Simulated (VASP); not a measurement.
# GaN (P2_1) in VASP: single point with PBE

Aim: the single point of GaN with PBE.

Everything below comes from runs of VASP 6.6.1. Logs are shortened: lines on timing, memory, paths and dates and some standing lists are left out, and cuts for length are marked.

## Step 1: The cell of the first run

The structure is monoclinic, space group P2_1 (No. 4). Conventional cell: a = 3.180 Å, b = 5.166 Å, c = 3.180 Å, α = 90.00°, β = 120.00°, γ = 90.00°. Within 2.6 Å of Ga (site symmetry 1) lie 4 N at 1.94 to 1.95 Å. Within 2.6 Å of N (site symmetry 1) lie 4 Ga at 1.94 to 1.95 Å.

## Step 2: Single point, PBE (atoms displaced along a vibrational mode)

Input file INCAR:

```
SYSTEM = GaN
PREC     = Accurate       ! precision mode
ENCUT    = 520            ! plane-wave cutoff, eV
EDIFF    = 1E-6           ! SCF threshold, eV
ISMEAR   = 0              ! smearing method
SIGMA    = 0.05           ! smearing width, eV
LREAL    = .False.        ! projectors in reciprocal space
LASPH    = .True.         ! aspherical terms in the spheres
NELM     = 80             ! most SCF steps
ALGO     = Normal         ! electronic algorithm
ISIF     = 2              ! what is computed and relaxed
LWAVE    = .False.        ! write WAVECAR
LCHARG   = .True.         ! write CHGCAR
GGA      = PE             ! functional
LELF     = .True.         ! ELF
LVHAR    = .True.       
NBANDS   = 26             ! bands
```

Input file KPOINTS:

```
regular mesh
0
Gamma
  12 12 6
  0 0 0
```

Input file POSCAR:

```
GaN
1.0
    3.1799996605      0.0000000000      0.0000000000
   -1.5899998303      2.7539604900      0.0000000000
    0.0000000000      0.0000000000      5.1660000000
Ga N
2 2
Direct
    0.3228111146      0.6589638679      0.0000000000
    0.6771888854      0.3410361321      0.5000000000
    0.3420921647      0.6730785762      0.3750000000
    0.6579078353      0.3269214238      0.8750000000
```

Potentials or basis: VASP PAW PBE potentials, release 64 (Ga_d, N).

Command:

```bash
> cat potpaw_PBE.64/Ga_d/POTCAR potpaw_PBE.64/N/POTCAR > POTCAR
> mpirun -np 1 vasp_std > vasp.out
```

OUTCAR:

```text
SYSTEM = GaN
   PREC = Accurate
   ENCUT = 520
   EDIFF = 1E-6
   ISMEAR = 0
   LREAL = .False.
   LASPH = .True.
   NELM = 80
   ISIF = 2
   GGA = PE

 ion  position               nearest neighbor table
   1  0.323  0.659  0.000-   3 1.94   4 1.94   4 1.95   4 1.95
   2  0.677  0.341  0.500-   4 1.94   3 1.94   3 1.95   3 1.95
   3  0.342  0.673  0.375-   1 1.94   2 1.94   2 1.95   2 1.95
   4  0.658  0.327  0.875-   2 1.94   1 1.94   1 1.95   1 1.95

  LATTYP: Found a hexagonal cell.
 ALAT       =     3.1799996605
 C/A-ratio  =     1.6245284753

  Lattice vectors:

 A1 = (   3.1799996605,   0.0000000000,   0.0000000000)
 A2 = (  -1.5899998303,   2.7539604900,   0.0000000000)
 A3 = (   0.0000000000,   0.0000000000,   5.1660000000)

Analysis of symmetry for initial positions (statically):
=====================================================================
 Subroutine PRICEL returns:
 Original cell was already a primitive cell.

 Routine SETGRP: Setting up the symmetry group for a
 hexagonal supercell.

 Subroutine GETGRP returns: Found  2 space group operations
 (whereof  1 operations were pure point group operations)
 out of a pool of 24 trial point group operations.

The static configuration has the point symmetry C_1 .
 The point group associated with its full space group is C_2 .

Analysis of symmetry for dynamics (positions and initial velocities):
=====================================================================
 Subroutine PRICEL returns:
 Original cell was already a primitive cell.

 Routine SETGRP: Setting up the symmetry group for a
 hexagonal supercell.

 Subroutine GETGRP returns: Found  2 space group operations
 (whereof  1 operations were pure point group operations)
 out of a pool of 24 trial point group operations.

The dynamic configuration has the point symmetry C_1 .
 The point group associated with its full space group is C_2 .

 Subroutine INISYM returns: Found  2 space group operations
 (whereof  1 operations are pure point group operations),
 and found     1 'primitive' translations

----------------------------------------------------------------------------------------

                                     Primitive cell

  volume of cell :      45.2417
[... 88 lines left out ...]
   LNONCOLLINEAR =      F non collinear calculations
   LSORBIT =      F    spin-orbit coupling
   LASPH  =      T    aspherical Exc in radial PAW
   ENCUT  =  520.0 eV  38.22 Ry    6.18 a.u.   5.91  5.91  9.61*2*pi/ulx,y,z
   NELM   =     80;   NELMIN=  2; NELMDL= -5     # of ELM steps
   EDIFF  = 0.1E-05   stopping-criterion for ELM
   LREAL  =      F    real-space projection
   EDIFFG = 0.1E-04   stopping-criterion for IOM
   NSW    =      0    number of steps for IOM
   IBRION =     -1    ionic relax: 0-MD 1-quasi-New 2-CG
   NFREE  =      0    steps in history (QN), initial steepest desc. (CG)
   ISIF   =      2    stress and relaxation
   ISYM   =      2    0-nonsym 1-usesym 2-fastsym
   POTIM  = 0.5000    time-step for ionic-motion
   TEBEG  =    0.0;   TEEND  =   0.0 temperature during run
   PSTRESS=    0.0 pullay stress
   NELECT =      36.0000    total number of electrons
   NUPDOWN=      -1.0000    fix difference up-down
   EMIN   =  10.00;   EMAX   =-10.00  energy-range for DOS
   EFERMI =   0.00;   METHOD = LEGACY
   ISMEAR =     0;   SIGMA  =   0.05  broadening in eV -4-tet -1-fermi 0-gaus
   EFERMI_NEDOS =   21; number of points for ismear=-14 and -15
   IALGO  =     38    algorithm
   IMIX   =      4    mixing-type and parameters
     AMIX     =   0.40;   BMIX     =  1.00
     AMIX_MAG =   1.60;   BMIX_MAG =  1.00
  volume/ion in A,a.u.               =      11.31        76.33
  Fermi-wavevector in a.u.,A,eV,Ry     =   1.517036  2.866783 31.312431  2.301399
  Thomas-Fermi vector in A             =   2.626346
   LORBIT       =      0    0 simple, 1 ext, 2 COOP (PROOUT), +10 PAW based schemes
   GGA     = PE    functional components
   LHFCALC =     F    Hartree Fock is set to
   AEXX    =    0.0000 exact exchange contribution
   IVDW    =     0    specifies the selected vdW correction
   LEPSILON=     F    determine dielectric tensor
   LRPA    =     F    only Hartree local field effects (RPA)
 non-spin polarized calculation
 Gauss-broadening in eV      SIGMA  =   0.05
  energy-cutoff  :      520.00
  volume of cell :       45.24
 maximum number of plane-waves:      1236
   NGX = 11   NGY = 11   NGZ = 19

 number of electron      35.9999999 magnetization

 Free energy of the ion-electron system (eV)
  ---------------------------------------------------
  ext. energy  EPLUGINS =         0.00000000
  ---------------------------------------------------
  free energy    TOTEN  =       -24.28043266 eV

  energy without entropy =      -24.28043266  energy(sigma->0) =      -24.28043266

 E-fermi :   5.7344     XC(G=0): -11.7227

 val. band max:        5.4557726901   @ k =   0.0000   0.0000   0.0000
 cond. band min:       7.4017348293   @ k =   0.0000   0.0000   0.0000
 fundamental gap:      1.9459621392
 Fermi energy:         5.7343772467

 k-point     1 :       0.0000    0.0000    0.0000
  band No.  band energies     occupation
      1     -10.6376      2.00000
      2      -9.6766      2.00000
      3      -8.0259      2.00000
      4      -8.0068      2.00000
      5      -7.9997      2.00000
      6      -7.9422      2.00000
[... 685 lines left out ...]
     25      16.5232      0.00000
     26      18.1929      0.00000

 [... further k-points ...]

------------------------ aborting loop because EDIFF is reached ----------------------------------------

  FORCE on cell =-STRESS in cart. coord.  units (eV):
  Direction    XX          YY          ZZ          XY          YZ          ZX
  --------------------------------------------------------------------------------------
  -------------------------------------------------------------------------------------
  Total        1.8824100      1.8649918      2.4771436      0.0030142      0.0000000      0.0000000
  in kB       66.6631181     66.0462746     87.7248414      0.1067433      0.0000000      0.0000000
  external PRESSURE =      73.4780780 kB  Pullay stress =       0.0000000 kB

 VOLUME and BASIS-vectors are now :
 -----------------------------------------------------------------------------
  energy-cutoff  :      520.00
  volume of cell :       45.24
      direct lattice vectors                 reciprocal lattice vectors
     3.179999661  0.000000000  0.000000000     0.314465442  0.181556708  0.000000000
    -1.589999830  2.753960490  0.000000000     0.000000000  0.363113416  0.000000000
     0.000000000  0.000000000  5.166000000     0.000000000  0.000000000  0.193573364

 POSITION                                       TOTAL-FORCE (eV/Angst)
 -----------------------------------------------------------------------------------
     -0.02121      1.81476      0.00000         0.098289      0.095268     -0.128452
      1.61121      0.93920      2.58300        -0.098289     -0.095268     -0.128452
      0.01766      1.85363      1.93725        -0.015671     -0.017089      0.128452
      1.57234      0.90033      4.52025         0.015671      0.017089      0.128452
 -----------------------------------------------------------------------------------
    total drift:                               -0.000000     -0.000000     -0.000171

  FREE ENERGIE OF THE ION-ELECTRON SYSTEM (eV)
  ---------------------------------------------------
  free  energy   TOTEN  =       -24.2804326609 eV

  energy  without entropy=      -24.2804326609  energy(sigma->0) =      -24.28043266
```

OSZICAR:

```text
N       E                     dE             d eps       ncg     rms          rms(c)
DAV:   1     0.281259328847E+03    0.28126E+03   -0.17603E+04 16868   0.260E+03
DAV:   2     0.818912969042E+01   -0.27307E+03   -0.25752E+03 16808   0.492E+02
DAV:   3    -0.271177785593E+02   -0.35307E+02   -0.34796E+02 18272   0.143E+02
DAV:   4    -0.283039724861E+02   -0.11862E+01   -0.11812E+01 18092   0.282E+01
DAV:   5    -0.283297431427E+02   -0.25771E-01   -0.25743E-01 19026   0.404E+00    0.110E+01
DAV:   6    -0.241992255141E+02    0.41305E+01   -0.99916E+00 25442   0.494E+01    0.306E+00
DAV:   7    -0.242985993694E+02   -0.99374E-01   -0.14387E+00 16460   0.903E+00    0.272E+00
DAV:   8    -0.242937925681E+02    0.48068E-02   -0.14199E-01 25048   0.512E+00    0.771E-01
DAV:   9    -0.242799005685E+02    0.13892E-01   -0.47404E-02 25250   0.372E+00    0.334E-01
DAV:  10    -0.242804849503E+02   -0.58438E-03   -0.39293E-03 16234   0.422E-01    0.658E-02
DAV:  11    -0.242804319654E+02    0.52985E-04   -0.47635E-04 22672   0.407E-01    0.370E-02
DAV:  12    -0.242804308363E+02    0.11290E-05   -0.52785E-05 18240   0.654E-02    0.128E-02
DAV:  13    -0.242804325951E+02   -0.17587E-05   -0.17845E-05 19280   0.483E-02    0.130E-02
DAV:  14    -0.242804326609E+02   -0.65794E-07   -0.45133E-06 15960   0.174E-02
   1 F= -.24280433E+02 E0= -.24280433E+02  d E =-.107108E-17
```

stdout:

```text
POSCAR found type information on POSCAR GaN
 POSCAR found :  2 types and       4 ions
 scaLAPACK will be used
 LDA part: xc-table for (Slater+PW92), standard interpolation
 POSCAR, INCAR and KPOINTS ok, starting setup
 FFT: planning ... GRIDC
 FFT: planning ... GRID_SOFT
 FFT: planning ... GRID
 WAVECAR not read
 entering main loop
```

Run time: 4.4 min. Hardware: 1 thread of Intel Xeon Platinum 8175M at 2.50GHz (Skylake/Cascade Lake), shared host; peak memory 0.38 GiB.

What came out:

| Quantity | Value |
| --- | --- |
| Free energy | -24.2804 eV |
| Pressure | 7.3 GPa |
| Largest force | 0.188 eV/Å |
| Band gap on the k mesh | 1.95 eV |

Forces on the atoms (eV/Å):
```
Ga   0.098  0.095 -0.128
Ga  -0.098 -0.095 -0.128
N   -0.016 -0.017  0.128
N    0.016  0.017  0.128
```

Caveat: the cell differs from its parent crystal (atoms displaced along a vibrational mode); the cell stands under pressure.
